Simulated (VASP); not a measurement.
# Fe (P6_3/mmc) in VASP: a series of runs

The runs below take Fe through relaxation of cell and atoms, single point, with RPBE+D3(BJ), PBEsol, PBE.

All numbers are computed with VASP 6.6.1; they aren't measurements. Logs are shortened: lines on timing, memory, paths and dates and some standing lists are left out, and cuts for length are marked.

### 1 The cell of the first run

Symmetry: P6_3/mmc, No. 194, hexagonal system. Conventional cell: a = 2.434 Å, b = 2.434 Å, c = 3.842 Å, α = 90.00°, β = 90.00°, γ = 120.00°. Fe (site symmetry -6m2) has 12 Fe at 2.38 to 2.43 Å within 3.1 Å.

This isn't the form of Fe at room conditions, which is bcc.

### 2 Relaxation of cell and atoms, RPBE+D3(BJ), collinear spin, ferromagnetic start

Contents of INCAR:

```
SYSTEM = Fe
  PREC = Accurate
  ENCUT = 690
  EDIFF = 1E-7
  ISMEAR = -1
  SIGMA = 0.05
  LREAL = .False.
  LASPH = .True.
  NELM = 200
  ALGO = Normal
  ISIF = 3
  LWAVE = .False.
  LCHARG = .False.
  ISPIN = 2
  MAGMOM = 3 3
  LORBIT = 11
  LMAXMIX = 4
  GGA = RP
  IVDW = 12
  IBRION = 2
  NSW = 60
  EDIFFG = -0.01
  GGA_COMPAT = .False.
  NELMIN = 4
```

Contents of KPOINTS:

```
Automatic mesh
0
Gamma
  12 12 7
  0 0 0
```

Contents of POSCAR:

```
Fe
1.0
    2.4341575853      0.0000000000      0.0000000000
   -1.2170787927      2.1080423057      0.0000000000
    0.0000000000      0.0000000000      3.8419344700
Fe
2
Direct
    0.6666666667      0.3333333333      0.7500000000
    0.3333333333      0.6666666667      0.2500000000
```

Potentials or basis: VASP PAW PBE potentials, release 64 (Fe_sv).

The run is started by

```sh
cat potpaw_PBE.64/Fe_sv/POTCAR > POTCAR
mpirun -np 1 vasp_std > vasp.out
```

OUTCAR:

```text
SYSTEM = Fe
   PREC = Accurate
   ENCUT = 690
   EDIFF = 1E-7
   ISMEAR = -1
   LREAL = .False.
   LASPH = .True.
   NELM = 200
   ISIF = 3
   ISPIN = 2
   LORBIT = 11
   GGA = RP
   IVDW = 12
   IBRION = 2
   NSW = 60
   EDIFFG = -0.01
   NELMIN = 4
 IVDW          = 12

 ion  position               nearest neighbor table
   1  0.667  0.333  0.750-   2 2.38   2 2.38   2 2.38   2 2.38   2 2.38   2 2.38
   2  0.333  0.667  0.250-   1 2.38   1 2.38   1 2.38   1 2.38   1 2.38   1 2.38

  LATTYP: Found a hexagonal cell.
 ALAT       =     2.4341575853
 C/A-ratio  =     1.5783425417

  Lattice vectors:

 A1 = (   2.4341575853,   0.0000000000,   0.0000000000)
 A2 = (  -1.2170787927,   2.1080423057,   0.0000000000)
 A3 = (   0.0000000000,   0.0000000000,   3.8419344700)

Analysis of symmetry for initial positions (statically):
=====================================================================
 Subroutine PRICEL returns:
 Original cell was already a primitive cell.

 Routine SETGRP: Setting up the symmetry group for a
 hexagonal supercell.

 Subroutine GETGRP returns: Found 24 space group operations
 (whereof 12 operations were pure point group operations)
 out of a pool of 24 trial point group operations.

The static configuration has the point symmetry D_3d.
 The point group associated with its full space group is D_6h.

Analysis of symmetry for dynamics (positions and initial velocities):
=====================================================================
 Subroutine PRICEL returns:
 Original cell was already a primitive cell.

 Routine SETGRP: Setting up the symmetry group for a
 hexagonal supercell.

 Subroutine GETGRP returns: Found 24 space group operations
 (whereof 12 operations were pure point group operations)
 out of a pool of 24 trial point group operations.

The dynamic configuration has the point symmetry D_3d.
 The point group associated with its full space group is D_6h.

Analysis of structural, dynamic, and magnetic symmetry:
=====================================================================
 Subroutine PRICEL returns:
 Original cell was already a primitive cell.

 Routine SETGRP: Setting up the symmetry group for a
 hexagonal supercell.

 Subroutine GETGRP returns: Found 24 space group operations
 (whereof 12 operations were pure point group operations)
 out of a pool of 24 trial point group operations.

The overall configuration has the point symmetry D_3d.
 The point group associated with its full space group is D_6h.

 Subroutine INISYM returns: Found 24 space group operations
 (whereof 12 operations are pure point group operations),
 and found     1 'primitive' translations

----------------------------------------------------------------------------------------

                                     Primitive cell

  volume of cell :      19.7141

  direct lattice vectors                    reciprocal lattice vectors
     2.434157585  0.000000000  0.000000000     0.410819746  0.237186891  0.000000000
    -1.217078793  2.108042306  0.000000000     0.000000000  0.474373781  0.000000000
     0.000000000  0.000000000  3.841934470     0.000000000  0.000000000  0.260285543

  length of vectors
     2.434157585  2.434157585  3.841934470     0.474373781  0.474373781  0.260285543

  position of ions in fractional coordinates (direct lattice)
     0.666666667  0.333333333  0.750000000
     0.333333333  0.666666667  0.250000000

  ion indices of the primitive-cell ions
   primitive index   ion index
                 1           1
                 2           2

----------------------------------------------------------------------------------------

 KPOINTS: Automatic mesh

Automatic generation of k-mesh.
 Grid dimensions read from file:
 generate k-points for:   12   12    7

 Generating k-lattice:

  Cartesian coordinates                     Fractional coordinates (reciprocal lattice)
     0.034234979  0.019765574  0.000000000     0.083333333 -0.000000000  0.000000000
     0.000000000  0.039531148  0.000000000     0.000000000  0.083333333  0.000000000
     0.000000000  0.000000000  0.037183649     0.000000000  0.000000000  0.142857143

  Length of vectors
     0.039531148  0.039531148  0.037183649

  Shift w.r.t. Gamma in fractional coordinates (k-lattice)
     0.000000000  0.000000000  0.000000000

 Subroutine IBZKPT returns following result:
 ===========================================

 Found     76 irreducible k-points:

 Following reciprocal coordinates:
            Coordinates               Weight
  0.000000  0.000000  0.000000      1.000000
  0.083333  0.000000  0.000000      6.000000
  0.166667  0.000000  0.000000      6.000000
  0.250000  0.000000  0.000000      6.000000
  0.333333  0.000000  0.000000      6.000000
  0.416667  0.000000  0.000000      6.000000
[... 16 lines left out ...]
  0.250000  0.000000  0.142857     12.000000
  0.333333  0.000000  0.142857     12.000000
 [... further k-points ...]
   k-points           NKPTS =     76   k-points in BZ     NKDIM =     76   number of bands    NBANDS=     23
   number of dos      NEDOS =    301   number of ions     NIONS =      2
   total plane-waves  NPLWV =  20736
   dimension x,y,z NGX =    24 NGY =   24 NGZ =   36
   dimension x,y,z NGXF=    48 NGYF=   48 NGZF=   72
   ions per type =               2
   NGX,Y,Z   is equivalent  to a cutoff of  16.39, 16.39, 15.58 a.u.
   NGXF,Y,Z  is equivalent  to a cutoff of  32.78, 32.78, 31.16 a.u.
 SYSTEM =  Fe
   PREC   = accura    normal or accurate (medium, high low for compatibility)
   ISTART =      0    job   : 0-new  1-cont  2-samecut
   ICHARG =      2    charge: 1-file 2-atom 10-const
   ISPIN  =      2    spin polarized calculation?
   LNONCOLLINEAR =      F non collinear calculations
   LSORBIT =      F    spin-orbit coupling
   LASPH  =      T    aspherical Exc in radial PAW
   ENCUT  =  690.0 eV  50.71 Ry    7.12 a.u.   5.21  5.21  8.23*2*pi/ulx,y,z
   NELM   =    200;   NELMIN=  4; NELMDL= -5     # of ELM steps
   EDIFF  = 0.1E-06   stopping-criterion for ELM
   LREAL  =      F    real-space projection
   EDIFFG = -.1E-01   stopping-criterion for IOM
   NSW    =     60    number of steps for IOM
   IBRION =      2    ionic relax: 0-MD 1-quasi-New 2-CG
   NFREE  =      1    steps in history (QN), initial steepest desc. (CG)
   ISIF   =      3    stress and relaxation
   ISYM   =      2    0-nonsym 1-usesym 2-fastsym
   POTIM  = 0.5000    time-step for ionic-motion
   TEBEG  =    0.0;   TEEND  =   0.0 temperature during run
   PSTRESS=    0.0 pullay stress
   NELECT =      32.0000    total number of electrons
   NUPDOWN=      -1.0000    fix difference up-down
   EMIN   =  10.00;   EMAX   =-10.00  energy-range for DOS
   EFERMI =   0.00;   METHOD = LEGACY
   ISMEAR =    -1;   SIGMA  =   0.05  broadening in eV -4-tet -1-fermi 0-gaus
   EFERMI_NEDOS =   21; number of points for ismear=-14 and -15
   IALGO  =     38    algorithm
   IMIX   =      4    mixing-type and parameters
     AMIX     =   0.40;   BMIX     =  1.00
     AMIX_MAG =   1.60;   BMIX_MAG =  1.00
  volume/ion in A,a.u.               =       9.86        66.52
  Fermi-wavevector in a.u.,A,eV,Ry     =   1.923972  3.635781 50.364275  3.701670
  Thomas-Fermi vector in A             =   2.957694
   LORBIT       =     11    0 simple, 1 ext, 2 COOP (PROOUT), +10 PAW based schemes
   GGA     = RP    functional components
   LHFCALC =     F    Hartree Fock is set to
   AEXX    =    0.0000 exact exchange contribution
   IVDW    =    12    specifies the selected vdW correction
   LEPSILON=     F    determine dielectric tensor
   LRPA    =     F    only Hartree local field effects (RPA)
 conjugate gradient relaxation of ions
 spin polarized calculation
  energy-cutoff  :      690.00
  volume of cell :       19.71
 maximum number of plane-waves:       821
 NGX is ok and might be reduce to    24
   NGX = 11   NGY = 11   NGZ = 17

--------------------------------------- Ionic step        1  -------------------------------------------

 number of electron      31.9999990 magnetization      -0.0013936

 number of electron      31.9999990 magnetization       0.0002200

 Free energy of the ion-electron system (eV)
  ---------------------------------------------------
  ext. energy  EPLUGINS =         0.00000000
  ---------------------------------------------------
  free energy    TOTEN  =       -15.38229944 eV

  energy without entropy =      -15.36263408  energy(sigma->0) =      -15.37246676

------------------------ aborting loop because EDIFF is reached ----------------------------------------

 Edisp (eV)   -4.29060

 E8    (eV) :    -2.8164

  FORCE on cell =-STRESS in cart. coord.  units (eV):
  Direction    XX          YY          ZZ          XY          YZ          ZX
  --------------------------------------------------------------------------------------
  -------------------------------------------------------------------------------------
  Total      -2.36470    -2.36470    -2.03539     0.00000    -0.00000    -0.00000
  in kB    -192.18035  -192.18035  -165.41708     0.00000    -0.00000    -0.00000
  external pressure =     -183.26 kB  Pullay stress =        0.00 kB
[... 317 lines left out ...]
--------------------------------------- Ionic step        9  -------------------------------------------

 number of electron      32.0000004 magnetization      -0.0000000

 number of electron      32.0000004 magnetization       0.0000000

 Free energy of the ion-electron system (eV)
  ---------------------------------------------------
  ext. energy  EPLUGINS =         0.00000000
  ---------------------------------------------------
  free energy    TOTEN  =       -15.21235038 eV

  energy without entropy =      -15.19430520  energy(sigma->0) =      -15.20332779

 E-fermi :  15.7648     XC(G=0): -14.8953

 val. band max:       15.7527646055   @ k =   0.3333   0.2500   0.2857
 cond. band min:      15.7852056594   @ k =   0.4167   0.0833   0.4286
 fundamental gap:      0.0324410539
 Fermi energy:        15.7647687730

 spin component 1

 k-point     1 :       0.0000    0.0000    0.0000
  band No.  band energies     occupation
      1     -71.8203      1.00000
      2     -71.6310      1.00000
      3     -38.1714      1.00000
      4     -37.4470      1.00000
      5     -37.4470      1.00000
      6     -37.3227      1.00000
[... 613 lines left out ...]
     22      28.7711      0.00000
     23      33.6386      0.00000

 [... further k-points ...]

 spin component 2

 k-point     1 :       0.0000    0.0000    0.0000
  band No.  band energies     occupation
      1     -71.8203      1.00000
      2     -71.6310      1.00000
      3     -38.1714      1.00000
      4     -37.4470      1.00000
      5     -37.4470      1.00000
      6     -37.3227      1.00000
[... 613 lines left out ...]
     22      28.7711      0.00000
     23      33.6386      0.00000

 [... further k-points ...]

------------------------ aborting loop because EDIFF is reached ----------------------------------------

 Edisp (eV)   -4.52574

 E8    (eV) :    -2.9657

  FORCE on cell =-STRESS in cart. coord.  units (eV):
  Direction    XX          YY          ZZ          XY          YZ          ZX
  --------------------------------------------------------------------------------------
  -------------------------------------------------------------------------------------
  Total       0.00133     0.00133     0.00227    -0.00000     0.00000    -0.00000
  in kB       0.11432     0.11432     0.19476    -0.00000     0.00000    -0.00000
  external pressure =        0.14 kB  Pullay stress =        0.00 kB
[... 17 lines left out ...]
  FREE ENERGIE OF THE ION-ELECTRON SYSTEM (eV)
  ---------------------------------------------------
  free  energy   TOTEN  =       -19.7380910072 eV

  energy  without entropy=      -19.7200458262  energy(sigma->0) =      -19.72906842

 reached required accuracy - stopping structural energy minimisation

 total charge

# of ion       s       p       d       tot
------------------------------------------
    1        2.223   6.078   5.582  13.883
    2        2.223   6.078   5.582  13.883
--------------------------------------------------
tot          4.447  12.156  11.163  27.767

 magnetization (x)

# of ion       s       p       d       tot
------------------------------------------
    1        0.000  -0.000  -0.000  -0.000
    2        0.000  -0.000  -0.000  -0.000
--------------------------------------------------
tot          0.000  -0.000  -0.000  -0.000
```

Run time: 4.2 min. Hardware: 1 thread of Intel Xeon 6975P-C (Granite Rapids), shared host; peak memory 0.23 GiB.

Results:

```
Free energy                                           : -19.7381 eV
Relaxed volume                                        : 9.32 Å³/atom
Relaxed cell                                          : a = 2.384 Å, b = 2.384 Å, c = 3.787 Å, α = 90.00°, β = 90.00°, γ = 120.00°
Space group after relaxing (to 0.1 Å)                 : P6_3/mmc (No. 194)
Energy gained by relaxing                             : 32.6 meV/atom
Ionic steps                                           : 9
Pressure after relaxing                               : 0.0 GPa
Band gap on the k mesh                                : zero (filled and empty bands overlap)
Net moment                                            : 0.00 μB per cell
Valence electrons inside the program's atomic spheres : Fe 13.88
Dispersion energy per atom                            : -2.263 eV
```

Step by step:
```
step  energy change (eV)  largest force (eV/Å)  pressure (GPa)  volume (Å³)
   1              0.0000                0.0000          -18.33        19.71
   2              0.2260                0.0000           52.20        16.67
   3             -0.0648                0.0000           -0.67        18.68
   4             -0.0649                0.0000           -0.02        18.64
   5             -0.0649                0.0000            0.39        18.62
   6             -0.0651                0.0000            0.30        18.62
   7             -0.0652                0.0000            0.32        18.62
   8             -0.0652                0.0000           -0.48        18.66
   9             -0.0652                0.0000            0.01        18.64
```

Final structure:
```
CELL_PARAMETERS angstrom
2.38421 0.00000 0.00000
-1.19210 2.06479 0.00000
0.00000 0.00000 3.78654
ATOMIC_POSITIONS crystal
Fe 0.66667 0.33333 0.75000
Fe 0.33333 0.66667 0.25000
```

Levels at points of the mesh, in eV from the Fermi level:
Spin up:
```csv
k point,band 13,band 14,band 15,band 16,band 17,band 18,band 19,band 20
"(0.00, 0.00, 0.00)",-1.79,-1.38,-1.38,-0.96,-0.96,0.36,0.79,0.79
"(0.50, 0.00, 0.00)",-2.23,-1.78,-1.25,0.94,1.20,1.21,2.96,5.33
```
Spin down:
```tsv
k point	band 13	band 14	band 15	band 16	band 17	band 18	band 19	band 20
(0.00, 0.00, 0.00)	-1.79	-1.38	-1.38	-0.96	-0.96	0.36	0.79	0.79
(0.50, 0.00, 0.00)	-2.23	-1.78	-1.25	0.94	1.20	1.21	2.96	5.33
```

Caveat: the dispersion term is far too large for a dense solid, which distorts pressure and volume; the moments typed at the start vanished in this run; the PAW data sets were made with another functional, which shifts forces and pressure a little.

### 3 Single point, PBEsol

Contents of INCAR:

```
PREC = Accurate
ENCUT = 690
EDIFF = 1E-6
ISMEAR = -1
SIGMA = 0.05
LREAL = F
LASPH = T
NELM = 120
ALGO = Normal
ISIF = 2
LWAVE = F
LCHARG = F
GGA = PS
NBANDS = 23
GGA_COMPAT = F
```

Contents of KPOINTS:

```
regular mesh
0
Gamma
  12 12 7
```

POSCAR is that of step 2.

Potentials or basis: VASP PAW PBE potentials, release 64 (Fe_sv).

The run is started by

```sh
cat potpaw_PBE.64/Fe_sv/POTCAR > POTCAR
mpirun -np 1 vasp_std > vasp.out
```

It took 24 s on 1 thread of AMD EPYC 9R45 (Zen 5), shared host; peak memory 0.14 GiB.

The run converged. Its results:

```
Free energy            : -18.1383 eV
Pressure               : -3.4 GPa
Band gap on the k mesh : zero (bands 16 and 17 overlap by 1.87 eV)
```

Stress tensor (GPa, compression positive):
```
-3.91  0.00  0.00
 0.00 -3.91  0.00
 0.00  0.00 -2.25
```

Levels at points of the mesh, in eV from the Fermi level:
```tsv
k point	band 12	band 13	band 14	band 15	band 16	band 17	band 18	band 19	band 20	band 21
(0.00, 0.00, 0.00)	-1.77	-1.62	-1.27	-1.27	-0.92	-0.92	0.42	0.74	0.74	9.08
(0.50, 0.00, 0.00)	-2.23	-2.10	-1.63	-1.14	0.85	1.09	1.14	2.75	4.95	11.46
```

Caveat: the cell stands under tension; the PAW data sets were made with another functional, which shifts forces and pressure a little; the run has no spin polarisation, though such a crystal can be magnetic.

### 4 Single point, PBE, collinear spin, ferromagnetic start

Contents of INCAR:

```
SYSTEM = Fe
ALGO = Normal ; EDIFF = 1E-6
ENCUT = 690 ; GGA = PE
GGA_COMPAT = .FALSE. ; ISIF = 2
ISMEAR = 0 ; ISPIN = 2
LASPH = .TRUE. ; LCHARG = .FALSE.
LMAXMIX = 4 ; LORBIT = 11
LREAL = .FALSE. ; LWAVE = .FALSE.
MAGMOM = 3 3 ; NBANDS = 27
NELM = 200 ; PREC = Accurate
SIGMA = 0.015
```

Contents of KPOINTS:

```
k-points
0
G
  12 12 7
  0 0 0
```

POSCAR is that of step 3.

The run is started by

```sh
cat potpaw_PBE.64/Fe_sv/POTCAR > POTCAR
mpirun -np 1 vasp_std > vasp.out
```

Run time: 78 s. Hardware: 1 thread of Intel Xeon Platinum 8375C at 2.90GHz (Ice Lake), shared host; peak memory 0.22 GiB.

It converged, with:

* Free energy: -16.5501 eV
* Pressure: 8.5 GPa
* Band gap on the k mesh: zero (filled and empty bands overlap)
* Net moment: 0.00 μB per cell
* Valence electrons inside the program's atomic spheres: Fe 13.83

Stress tensor (GPa, compression positive):
```
 7.77  0.00  0.00
 0.00  7.77  0.00
 0.00  0.00 10.08
```

Levels at points of the mesh, in eV from the Fermi level:
Spin up:
```tsv
k point	band 14	band 15	band 16	band 17	band 18	band 19
(0.00, 0.00, 0.00)	-1.28	-1.28	-0.93	-0.93	0.42	0.72
(0.50, 0.00, 0.00)	-1.64	-1.15	0.83	1.07	1.12	2.74
```
Spin down:
```
           k point  band 12  band 13  band 14  band 15  band 16  band 17  band 18  band 19  band 20  band 21
(0.00, 0.00, 0.00)    -1.78    -1.63    -1.28    -1.28    -0.93    -0.93     0.42     0.72     0.72     9.08
(0.50, 0.00, 0.00)    -2.24    -2.11    -1.64    -1.15     0.83     1.07     1.12     2.74     4.94    11.47
```

Caveat: the cell stands under pressure; the moments typed at the start vanished in this run.

### 5 Single point, PBE, collinear spin, ferromagnetic start

Contents of INCAR:

```
SYSTEM = Fe
  PREC = Accurate
  ENCUT = 690
  EDIFF = 1E-6
  ISMEAR = -1
  SIGMA = 0.05
  LREAL = .False.
  LASPH = .True.
  NELM = 200
  ALGO = Normal
  ISIF = 2
  LWAVE = .False.
  LCHARG = .False.
  ISPIN = 2
  MAGMOM = 3 3
  LORBIT = 11
  LMAXMIX = 4
  GGA = PE
  NBANDS = 27
  GGA_COMPAT = .False.
```

Contents of KPOINTS:

```
regular mesh
0
Gamma
  9 9 5
  0 0 0
```

POSCAR is that of step 4.

The run is started by

```sh
cat potpaw_PBE.64/Fe_sv/POTCAR > POTCAR
mpirun -np 1 vasp_std > vasp.out
```

It took 40 s on 1 thread of AMD EPYC 9R45 (Zen 5), shared host; peak memory 0.16 GiB.

Results (log left out):

| Item | Value |
| --- | --- |
| Free energy | -16.5811 eV |
| Pressure | 8.4 GPa |
| Band gap on the k mesh | zero (filled and empty bands overlap) |
| Net moment | 0.00 μB per cell |
| Valence electrons inside the program's atomic spheres | Fe 13.83 |

Stress tensor (GPa, compression positive):
```
7.80 0.00 0.00
0.00 7.80 0.00
0.00 0.00 9.65
```

Levels at points of the mesh, in eV from the Fermi level:
Spin up:
```
           k point  band 13  band 14  band 15  band 16  band 17  band 18  band 19  band 20
(0.00, 0.00, 0.00)    -1.64    -1.30    -1.30    -0.94    -0.94     0.41     0.71     0.71
```
Spin down:
| k point | band 13 | band 14 | band 15 | band 16 | band 17 | band 18 | band 19 | band 20 |
| --- | --- | --- | --- | --- | --- | --- | --- | --- |
| (0.00, 0.00, 0.00) | -1.64 | -1.31 | -1.31 | -0.94 | -0.94 | 0.41 | 0.71 | 0.71 |

Caveat: the cell stands under pressure; the moments typed at the start vanished in this run.

The gap in the log of VASP goes by the Fermi energy; the results here count the filled bands.